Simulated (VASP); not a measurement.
# Zn (R-3m) in VASP: further runs, part 2 of 2

VASP 6.6.1. The steps go on from the part before.

### Step 5. Single point, PBEsol (14.33 Å³/atom)

This run uses another cell than the first one, of 14.33 Å³/atom.

INCAR reads:

```
SYSTEM = Zn
PREC = Accurate ; ENCUT = 520
EDIFF = 1E-6 ; ISMEAR = 0
SIGMA = 0.15 ; LREAL = .False.
LASPH = .True. ; NELM = 100
ALGO = Fast ; ISIF = 2
LWAVE = .False. ; LCHARG = .False.
GGA = PS ; NBANDS = 12
```

KPOINTS reads:

```
Automatic mesh
0
Gamma
  22 22 22
  0 0 0
```

POSCAR reads:

```
Zn
1.0
   -0.7003383772      1.6486080498      1.6486080498
    1.6486080498     -0.7003383772      1.6486080498
    1.6486080498      1.6486080498     -0.7003383772
Zn
1
Direct
    0.0000000000      0.0000000000      0.0000000000
```

The run is started by

```sh
$ cat potpaw_PBE.64/Zn/POTCAR > POTCAR
$ mpirun -np 1 vasp_std > vasp.out
```

It took 2.3 min on 1 thread of Intel Xeon 8259CL, shared host; peak memory 0.27 GiB.

Results (log left out):

- Free energy: -1.2088 eV
- Pressure: 15.0 GPa
- Band gap on the k mesh: zero (bands 6 and 7 overlap by 7.39 eV)

Stress tensor (GPa, compression positive):
```
15.01  2.08  2.08
 2.08 15.01  2.08
 2.08  2.08 15.01
```

Levels at points of the mesh, in eV from the Fermi level:
```tsv
k point	band 2	band 3	band 4	band 5	band 6	band 7	band 8	band 9	band 10	band 11
(0.00, 0.00, 0.00)	-8.68	-8.68	-6.97	-6.97	-6.95	14.36	14.36	14.50	17.51	17.51
(0.50, 0.00, 0.00)	-8.50	-7.47	-7.41	-6.92	-3.82	-2.63	19.17	19.18	21.93	22.66
(0.50, 0.50, 0.00)	-8.28	-7.37	-7.34	-6.56	0.59	2.16	3.87	7.00	23.24	26.72
(0.50, 0.50, 0.50)	-8.28	-8.28	-6.54	-6.54	4.68	7.43	7.43	9.81	11.88	12.77
```

Caveat: the cell stands under pressure; the PAW data sets were made with another functional, which shifts forces and pressure a little.

### Step 6. Single point, PBEsol (14.33 Å³/atom)

This run uses another cell than the first one, of 14.33 Å³/atom.

INCAR reads:

```
ALGO = Fast ; EDIFF = 1E-7
ENCUT = 520 ; GGA = PS
ISIF = 2 ; ISMEAR = 0
LASPH = True ; LCHARG = False
LREAL = False ; LWAVE = False
NBANDS = 12 ; NELM = 80
PREC = Accurate ; SIGMA = 0.15
```

KPOINTS reads:

```
k-points
0
Gamma
  22 22 22
```

POSCAR reads:

```
Zn
1.0
   -1.3274386072      1.5369185974      1.5369185974
    1.5369185974     -1.3274386072      1.5369185974
    1.5369185974      1.5369185974     -1.3274386072
Zn
1
Direct
    0.0000000000      0.0000000000      0.0000000000
```

Potentials or basis: VASP PAW PBE potentials, release 64 (Zn).

The run is started by

```sh
$ cat potpaw_PBE.64/Zn/POTCAR > POTCAR
$ mpirun -np 1 vasp_std > vasp.out
```

OUTCAR:

```text
EDIFF = 1E-7
   ENCUT = 520
   GGA = PS
   ISIF = 2
   ISMEAR = 0
   LASPH = True
   LREAL = False
   NELM = 80
   PREC = Accurate

 ion  position               nearest neighbor table
   1  0.000  0.000  0.000-

  LATTYP: Found a trigonal (rhomboedric) cell.
 ALAT       =     2.5468275964
 COS(alpha) =    -0.2648972803

  Lattice vectors:

 A1 = (  -1.3274386072,   1.5369185974,   1.5369185974)
 A2 = (   1.5369185974,  -1.3274386072,   1.5369185974)
 A3 = (   1.5369185974,   1.5369185974,  -1.3274386072)

Analysis of symmetry for initial positions (statically):
=====================================================================
 Subroutine PRICEL returns:
 Original cell was already a primitive cell.

 Routine SETGRP: Setting up the symmetry group for a
 trigonal (rhombohedral) supercell.

 Subroutine GETGRP returns: Found 12 space group operations
 (whereof 12 operations were pure point group operations)
 out of a pool of 12 trial point group operations.

The static configuration has the point symmetry D_3d.

[... 168 lines left out ...]
      1      -7.5190      2.00000
      2      -4.8427      2.00000
      3      -4.8427      2.00000
      4      -4.1183      2.00000
      5      -3.8664      2.00000
      6      -3.8664      2.00000
      7      20.1850      0.00000
      8      20.9032      0.00000
      9      20.9032      0.00000
     10      23.5436      0.00000
     11      23.5436      0.00000
     12      26.1874      0.00000
[... 331 lines left out ...]
 k-point    24 :      -0.4545    0.0455    0.0000
  band No.  band energies     occupation
      1      -5.3286      2.00000
      2      -4.9986      2.00000
      3      -3.9156      2.00000
      4      -3.8848      2.00000
      5      -3.7624      2.00000
      6      -1.1373      2.00000
      7       2.8305      2.00000
      8      16.8470      0.00000
      9      17.8134      0.00000
     10      21.0864      0.00000
     11      23.0192      0.00000
     12      33.9144      0.00000

 [... further k-points ...]

------------------------ aborting loop because EDIFF is reached ----------------------------------------

  FORCE on cell =-STRESS in cart. coord.  units (eV):
  Direction    XX          YY          ZZ          XY          YZ          ZX
  --------------------------------------------------------------------------------------
  -------------------------------------------------------------------------------------
  Total        0.3141726      0.3141726      0.3141726     -0.2419086     -0.2419086     -0.2419086
  in kB       35.1302383     35.1302383     35.1302383    -27.0498105    -27.0498105    -27.0498105
  external PRESSURE =      35.1302383 kB  Pullay stress =       0.0000000 kB

 VOLUME and BASIS-vectors are now :
 -----------------------------------------------------------------------------
  energy-cutoff  :      520.00
  volume of cell :       14.33
      direct lattice vectors                 reciprocal lattice vectors
    -1.327438607  1.536918597  1.536918597    -0.041876656  0.307241812  0.307241812
     1.536918597 -1.327438607  1.536918597     0.307241812 -0.041876656  0.307241812
     1.536918597  1.536918597 -1.327438607     0.307241812  0.307241812 -0.041876656

 POSITION                                       TOTAL-FORCE (eV/Angst)
 -----------------------------------------------------------------------------------
      0.00000      0.00000      0.00000         0.000000     -0.000000     -0.000000
 -----------------------------------------------------------------------------------
    total drift:                                0.000000     -0.000000      0.000000

  FREE ENERGIE OF THE ION-ELECTRON SYSTEM (eV)
  ---------------------------------------------------
  free  energy   TOTEN  =        -1.4631971150 eV

  energy  without entropy=       -1.4593102464  energy(sigma->0) =       -1.46125368
```

stdout:

```text
POSCAR found type information on POSCAR Zn
 POSCAR found :  1 types and       1 ions
 scaLAPACK will be used
 -----------------------------------------------------------------------------
|                                                                             |
|                                                                             |
|     You enforced a specific xc type in the INCAR file but a different       |
|     I HOPE YOU KNOW WHAT YOU ARE DOING!                                     |
|                                                                             |
 -----------------------------------------------------------------------------

 LDA part: xc-table for (Slater+PW92), standard interpolation
 POSCAR, INCAR and KPOINTS ok, starting setup
 FFT: planning ... GRIDC
 FFT: planning ... GRID_SOFT
 FFT: planning ... GRID
 WAVECAR not read
 entering main loop
WARNING in EDDRMM: call to ZHEGV failed, returncode =   8  4     11
WARNING in EDDRMM: call to ZHEGV failed, returncode =   8  4     11
WARNING in EDDRMM: call to ZHEGV failed, returncode =   6  3     10
WARNING in EDDRMM: call to ZHEGV failed, returncode =   8  4     10
WARNING in EDDRMM: call to ZHEGV failed, returncode =   6  3     10
WARNING in EDDRMM: call to ZHEGV failed, returncode =   8  4     10
WARNING in EDDRMM: call to ZHEGV failed, returncode =   6  3     11
WARNING in EDDRMM: call to ZHEGV failed, returncode =   8  4     10
WARNING in EDDRMM: call to ZHEGV failed, returncode =   6  3     10
WARNING in EDDRMM: call to ZHEGV failed, returncode =   6  3     11
WARNING in EDDRMM: call to ZHEGV failed, returncode =   8  4      9
WARNING in EDDRMM: call to ZHEGV failed, returncode =   8  4     12
```

It took 3.3 min on 1 thread of Intel Xeon 8259CL, shared host; peak memory 0.27 GiB.

What came out:

| Item | Value |
| --- | --- |
| Free energy | -1.4632 eV |
| Pressure | 3.5 GPa |
| Band gap on the k mesh | zero (bands 6 and 7 overlap by 6.07 eV) |

Levels at points of the mesh, in eV from the Fermi level:
```csv
k point,band 3,band 4,band 5,band 6,band 7,band 8,band 9,band 10
"(0.00, 0.00, 0.00)",-8.17,-7.45,-7.20,-7.20,16.85,17.57,17.57,20.21
"(0.50, 0.00, 0.00)",-7.22,-7.21,-7.04,-3.45,-1.87,13.77,14.51,17.27
"(0.50, 0.50, 0.00)",-7.35,-7.29,-6.78,-1.99,0.78,7.83,12.32,16.25
"(0.50, 0.50, 0.50)",-7.38,-6.82,-6.82,4.19,4.19,5.69,8.91,9.24
```

Caveat: the cell stands under pressure; the PAW data sets were made with another functional, which shifts forces and pressure a little.

### Step 7. The runs side by side

| cell | further INCAR settings | gap on the mesh (eV) | pressure (GPa) |
| --- | --- | --- | --- |
| a = 2.754 Å, angles 112.6°, 1 atom | ALGO = Fast; EDIFF = 1e-06; NBANDS = 12 | none | 9.7 |
| a = 2.931 Å, angles 114.8°, 1 atom | ALGO = Fast; EDIFF = 1e-06; NBANDS = 12 | none | 33.4 |
| a = 2.473 Å, angles 100.1°, 1 atom | ALGO = Fast; EDIFF = 1e-06; NBANDS = 12 | none | 10.2 |
| a = 2.434 Å, angles 86.0°, 1 atom | ALGO = Fast; EDIFF = 1e-06; NBANDS = 12 | none | 15.0 |
| a = 2.547 Å, angles 105.4°, 1 atom | ALGO = Fast; EDIFF = 1e-07; NBANDS = 12 | none | 3.5 |

Alike in all rows: task single point; level PBEsol; potentials or basis VASP PAW PBE potentials, release 64 (Zn); no spin polarisation; k mesh 22 × 22 × 22; cutoff (eV) 520; smearing gaussian 0.15 eV.

Caveats: the cell stands under pressure; the PAW data sets were made with another functional, which shifts forces and pressure a little.

Total energies depend on the potentials used, so only differences within one code and one set of settings carry meaning.
